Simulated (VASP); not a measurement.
GaN: single point with BLYP

Crystal: GaN.

```
CELL_PARAMETERS angstrom
0.00000 2.19137 2.19137
2.19137 0.00000 2.19137
2.19137 2.19137 0.00000
ATOMIC_POSITIONS crystal
Ga 0.50000 0.50000 0.50000
N 0.00000 0.00000 0.00000
```

This cell differs from its parent crystal: volume scaled by 1.04.

```yaml
Program: VASP 6.6.1
Task: single point
Functional: BLYP
Potentials_or_basis: VASP PAW PBE potentials, release 64 (Ga_d, N)
Cutoff: 520 eV
k_mesh: 10 × 10 × 10
Occupations: gaussian, width 0.05 eV
Spin: no spin polarisation
```

```
Pressure               : -5.4 GPa
Band gap on the k mesh : zero (band 9 reaches 6.97 eV, above the bottom of band 10 at 6.84 eV)
```

Levels at points of the mesh, in eV from the Fermi level:
```
           k point  band 7  band 8  band 9  band 10  band 11  band 12
(0.00, 0.00, 0.00)   -0.44   -0.44   -0.44     1.09    14.20    14.20
(0.50, 0.00, 0.00)   -7.62   -0.18   -0.18     4.52     7.85     8.52
(0.50, 0.50, 0.00)   -6.15   -2.63   -2.63    -0.17     8.23    10.94
```

Run time: 47 s on 1 thread of AMD EPYC 7R13 (shared host), peak memory 0.12 GiB.

Caveat: the PAW data sets were made with another functional, which shifts forces and pressure a little.
